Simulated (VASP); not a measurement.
# ZnSe (F-43m) in VASP: notebook, part 2 of 2

VASP 6.6.1.

### Step 3. Single point, r2SCAN50

This run uses another cell than the first one, of 23.67 Å³/atom.

File POSCAR:

```
ZnSe
1.0
    0.0000000000      2.8710911185      2.8710911185
    2.8710911185      0.0000000000      2.8710911185
    2.8710911185      2.8710911185      0.0000000000
Se Zn
1 1
Direct
    0.7500000000      0.7500000000      0.7500000000
    0.0000000000      0.0000000000      0.0000000000
```

File INCAR.step1:

```
PREC = Accurate
ENCUT = 520
EDIFF = 1E-5
ISMEAR = -1
SIGMA = 0.05
LREAL = F
LASPH = T
NELM = 100
ALGO = Normal
ISIF = 2
LWAVE = T
NBANDS = 16
GGA = PE
```

File INCAR.step2:

```
PREC = Accurate
ENCUT = 520
EDIFF = 1E-7
ISMEAR = -1
SIGMA = 0.05
LREAL = F
LASPH = T
NELM = 100
ALGO = Normal
ISIF = 2
LWAVE = F
LCHARG = T
METAGGA = R2SCAN
LHFCALC = T
AEXX = 0.5
LMIXTAU = T
PRECFOCK = Normal
LELF = T
LVHAR = T
NBANDS = 16
ISTART = 1
```

File KPOINTS:

```
Automatic mesh
0
Gamma
  4 4 4
```

Potentials or basis: VASP PAW PBE potentials, release 64 (Se, Zn).

Command:

```
$ cat potpaw_PBE.64/Se/POTCAR potpaw_PBE.64/Zn/POTCAR > POTCAR
$ cp INCAR.step1 INCAR
$ mpirun -np 1 vasp_std > vasp.out
$ cp INCAR.step2 INCAR
$ mpirun -np 1 vasp_std > vasp.out
```

OUTCAR:

```text
PREC = Accurate
   ENCUT = 520
   EDIFF = 1E-7
   ISMEAR = -1
   LREAL = F
   LASPH = T
   NELM = 100
   ISIF = 2
   METAGGA = R2SCAN
   LHFCALC = T
   AEXX = 0.5
   PRECFOCK = Normal
   ISTART = 1

 ion  position               nearest neighbor table
   1  0.750  0.750  0.750-   2 2.49   2 2.49   2 2.49   2 2.49
   2  0.000  0.000  0.000-   1 2.49   1 2.49   1 2.49   1 2.49

  LATTYP: Found a face centered cubic cell.
[... 329 lines left out ...]
     16      17.4040      0.00000

------------------------ aborting loop because EDIFF is reached ----------------------------------------

  FORCE on cell =-STRESS in cart. coord.  units (eV):
  Direction    XX          YY          ZZ          XY          YZ          ZX
  --------------------------------------------------------------------------------------
  -------------------------------------------------------------------------------------
  Total       -0.8897437     -0.8897437     -0.8897437     -0.0000000     -0.0000000     -0.0000000
  in kB      -30.1165060    -30.1165060    -30.1165060     -0.0000000     -0.0000000     -0.0000000
  external PRESSURE =     -30.1165060 kB  Pullay stress =       0.0000000 kB

 VOLUME and BASIS-vectors are now :
 -----------------------------------------------------------------------------
  energy-cutoff  :      520.00
  volume of cell :       47.33
      direct lattice vectors                 reciprocal lattice vectors
     0.000000000  2.871091118  2.871091118    -0.174149819  0.174149819  0.174149819
     2.871091118  0.000000000  2.871091118     0.174149819 -0.174149819  0.174149819
     2.871091118  2.871091118  0.000000000     0.174149819  0.174149819 -0.174149819

 POSITION                                       TOTAL-FORCE (eV/Angst)
 -----------------------------------------------------------------------------------
      4.30664      4.30664      4.30664        -0.000000     -0.000000     -0.000000
      0.00000      0.00000      0.00000         0.000000      0.000000      0.000000
 -----------------------------------------------------------------------------------
    total drift:                               -0.000071     -0.000032     -0.000038

  FREE ENERGIE OF THE ION-ELECTRON SYSTEM (eV)
  ---------------------------------------------------
  free  energy   TOTEN  =       -20.1014120826 eV

  energy  without entropy=      -20.1014120825  energy(sigma->0) =      -20.10141208
```

OUTCAR.step1:

```text
PREC = Accurate
   ENCUT = 520
   EDIFF = 1E-5
   ISMEAR = -1
   LREAL = F
[... 354 lines left out ...]
      4.30664      4.30664      4.30664         0.000000      0.000000      0.000000
      0.00000      0.00000      0.00000        -0.000000     -0.000000     -0.000000
 -----------------------------------------------------------------------------------
    total drift:                                0.000001      0.000001      0.000001

  FREE ENERGIE OF THE ION-ELECTRON SYSTEM (eV)
  ---------------------------------------------------
  free  energy   TOTEN  =        -5.9691662321 eV

  energy  without entropy=       -5.9691653311  energy(sigma->0) =       -5.96916578
```

It took 5.4 min on 1 thread of Intel Xeon 6975P-C (Granite Rapids), shared host; peak memory 0.18 GiB.

Results:

```yaml
Free_energy: -20.1014 eV
Pressure: -3.0 GPa
Band_gap_on_the_k_mesh: 4.93 eV
```

Caveat: the k points lie up to 0.47 Å⁻¹ apart; the PAW data sets were made with another functional, which shifts forces and pressure a little.

### Step 4. Single point, LDA

This run uses another cell than the first one, of 22.76 Å³/atom.

File INCAR:

```
  PREC = Accurate
  ENCUT = 500
  EDIFF = 1E-6
  ISMEAR = -1
  SIGMA = 0.1
  LREAL = False
  LASPH = True
  NELM = 120
  ALGO = Normal
  ISIF = 2
  LWAVE = False
  LCHARG = False
  NBANDS = 16
  GGA_COMPAT = False
```

File KPOINTS:

```
regular mesh
0
Gamma
  7 7 7
```

File POSCAR:

```
ZnSe
1.0
    0.0000000000      2.8338000000      2.8338000000
    2.8338000000      0.0000000000      2.8338000000
    2.8338000000      2.8338000000      0.0000000000
Se Zn
1 1
Direct
    0.7500000000      0.7500000000      0.7500000000
    0.0000000000      0.0000000000      0.0000000000
```

Potentials or basis: VASP PAW LDA potentials, release 64 (Se, Zn).

Command:

```
$ cat potpaw_LDA.64/Se/POTCAR potpaw_LDA.64/Zn/POTCAR > POTCAR
$ mpirun -np 1 vasp_std > vasp.out
```

Run time: 30 s. Hardware: 1 thread of AMD EPYC 7R43 (Zen 3), shared host; peak memory 0.11 GiB.

The run converged. Its results:

| Quantity | Value |
| --- | --- |
| Free energy | -7.3488 eV |
| Pressure | -3.1 GPa |
| Band gap on the k mesh | 1.07 eV |

Levels at points of the mesh, in eV from the valence-band top:
| k point | band 7 | band 8 | band 9 | band 10 | band 11 | band 12 |
| --- | --- | --- | --- | --- | --- | --- |
| (0.00, 0.00, 0.00) | 0.00 | 0.00 | 0.00 | 1.07 | 5.70 | 5.70 |

Caveat: the cell stands under tension.

### Step 5. Single point, LDA

This run uses another cell than the first one, of 22.76 Å³/atom.

File INCAR:

```
PREC = Accurate
ENCUT = 500
EDIFF = 1E-6
ISMEAR = -1
SIGMA = 0.1
LREAL = False
LASPH = True
NELM = 120
ALGO = Normal
ISIF = 2
LWAVE = False
LCHARG = False
GGA = CA
NBANDS = 16
GGA_COMPAT = False
```

File KPOINTS:

```
Automatic mesh
0
Gamma
  7 7 7
```

POSCAR is that of step 4.

Potentials or basis: VASP PAW LDA potentials, release 64 (Se, Zn).

Command:

```
$ cat potpaw_LDA.64/Se/POTCAR potpaw_LDA.64/Zn/POTCAR > POTCAR
$ mpirun -np 1 vasp_std > vasp.out
```

OUTCAR:

```text
PREC = Accurate
   ENCUT = 500
   EDIFF = 1E-6
   ISMEAR = -1
   LREAL = False
   LASPH = True
   NELM = 120
   ISIF = 2
   GGA = CA

 ion  position               nearest neighbor table
   1  0.750  0.750  0.750-   2 2.45   2 2.45   2 2.45   2 2.45
   2  0.000  0.000  0.000-   1 2.45   1 2.45   1 2.45   1 2.45

  LATTYP: Found a face centered cubic cell.
 ALAT       =     5.6676000000

  Lattice vectors:

 A1 = (   0.0000000000,   2.8338000000,   2.8338000000)
[... 558 lines left out ...]

------------------------ aborting loop because EDIFF is reached ----------------------------------------

  FORCE on cell =-STRESS in cart. coord.  units (eV):
  Direction    XX          YY          ZZ          XY          YZ          ZX
  --------------------------------------------------------------------------------------
  -------------------------------------------------------------------------------------
  Total       -0.8781552     -0.8781552     -0.8781552      0.0000000     -0.0000000      0.0000000
  in kB      -30.9132210    -30.9132210    -30.9132210      0.0000000     -0.0000000      0.0000000
  external PRESSURE =     -30.9132210 kB  Pullay stress =       0.0000000 kB

 VOLUME and BASIS-vectors are now :
 -----------------------------------------------------------------------------
  energy-cutoff  :      500.00
  volume of cell :       45.51
      direct lattice vectors                 reciprocal lattice vectors
     0.000000000  2.833800000  2.833800000    -0.176441527  0.176441527  0.176441527
     2.833800000  0.000000000  2.833800000     0.176441527 -0.176441527  0.176441527
     2.833800000  2.833800000  0.000000000     0.176441527  0.176441527 -0.176441527

 POSITION                                       TOTAL-FORCE (eV/Angst)
 -----------------------------------------------------------------------------------
      4.25070      4.25070      4.25070         0.000000      0.000000      0.000000
      0.00000      0.00000      0.00000        -0.000000     -0.000000     -0.000000
 -----------------------------------------------------------------------------------
    total drift:                                0.000001      0.000001      0.000001

  FREE ENERGIE OF THE ION-ELECTRON SYSTEM (eV)
  ---------------------------------------------------
  free  energy   TOTEN  =        -7.3488431110 eV

  energy  without entropy=       -7.3487472570  energy(sigma->0) =       -7.34879518
```

OSZICAR:

```text
N       E                     dE             d eps       ncg     rms          rms(c)
DAV:   1     0.843114212341E+02    0.84311E+02   -0.85633E+03   640   0.125E+03
DAV:   2    -0.233154833433E+01   -0.86643E+02   -0.81496E+02   728   0.247E+02
DAV:   3    -0.761290273108E+01   -0.52814E+01   -0.52626E+01   784   0.604E+01
DAV:   4    -0.765604779157E+01   -0.43145E-01   -0.43141E-01   784   0.588E+00
DAV:   5    -0.765627124593E+01   -0.22345E-03   -0.22345E-03   800   0.372E-01    0.477E+00
DAV:   6    -0.737847134836E+01    0.27780E+00   -0.54875E-01   896   0.245E+01    0.365E+00
DAV:   7    -0.735370330371E+01    0.24768E-01   -0.14658E-01   824   0.363E+00    0.152E+00
DAV:   8    -0.734936440433E+01    0.43389E-02   -0.31108E-03   896   0.687E-01    0.401E-01
DAV:   9    -0.734883149767E+01    0.53291E-03   -0.85821E-04   760   0.240E-01    0.595E-02
DAV:  10    -0.734884911709E+01   -0.17619E-04   -0.98963E-05   768   0.991E-02    0.171E-02
DAV:  11    -0.734884302086E+01    0.60962E-05   -0.13176E-05   944   0.555E-02    0.365E-03
DAV:  12    -0.734884311101E+01   -0.90150E-07   -0.21110E-06   672   0.986E-03
   1 F= -.73488431E+01 E0= -.73487952E+01  d E =-.958540E-04
```

stdout:

```text
POSCAR found type information on POSCAR SeZn
 POSCAR found :  2 types and       2 ions
 scaLAPACK will be used
 LDA part: xc-table for (Slater(with rela. corr.)+CA(PZ))
 , standard interpolation
 POSCAR, INCAR and KPOINTS ok, starting setup
 FFT: planning ... GRIDC
 FFT: planning ... GRID_SOFT
 FFT: planning ... GRID
 WAVECAR not read
 entering main loop
```

It took 35 s on 1 thread of AMD EPYC 7R43 (Zen 3), shared host; peak memory 0.12 GiB.

What came out:

* Free energy: -7.3488 eV
* Pressure: -3.1 GPa
* Band gap on the k mesh: 1.07 eV

Levels at points of the mesh, in eV from the valence-band top:
```
           k point  band 6  band 7  band 8  band 9  band 10  band 11  band 12  band 13
(0.00, 0.00, 0.00)   -6.32    0.00    0.00    0.00     1.07     5.70     5.70     5.70
```

Caveat: the cell stands under tension.

### Step 6. Summary

| level | potentials or basis | cell | k mesh | cutoff (eV) | smearing | grid for exact exchange (PRECFOCK) | share of exact exchange | gap on the mesh (eV) | pressure (GPa) |
| --- | --- | --- | --- | --- | --- | --- | --- | --- | --- |
| r2SCAN50 | VASP PAW PBE potentials, release 64 (Se, Zn) | a = 4.034 Å, angles 60.0°, 2 atoms | 4 × 4 × 4 | 520 | fermi-dirac 0.05 eV | Normal | 0.5 | 5.03 | -1.9 |
| r2SCAN50 | VASP PAW PBE potentials, release 64 (Se, Zn) | a = 4.060 Å, angles 60.0°, 2 atoms | 4 × 4 × 4 | 520 | fermi-dirac 0.05 eV | Normal | 0.5 | 4.93 | -3.0 |
| LDA | VASP PAW LDA potentials, release 64 (Se, Zn) | a = 4.008 Å, angles 60.0°, 2 atoms | 7 × 7 × 7 | 500 | fermi-dirac 0.1 eV | - | - | 1.07 | -3.1 |

Alike in all rows: task single point; no spin polarisation.

Caveats: some runs use coarse meshes; the PAW data sets were made with another functional, which shifts forces and pressure a little (at least some runs); the cell stands under tension (at least some runs).

Absolute energies hang on the potentials; compare differences alone.
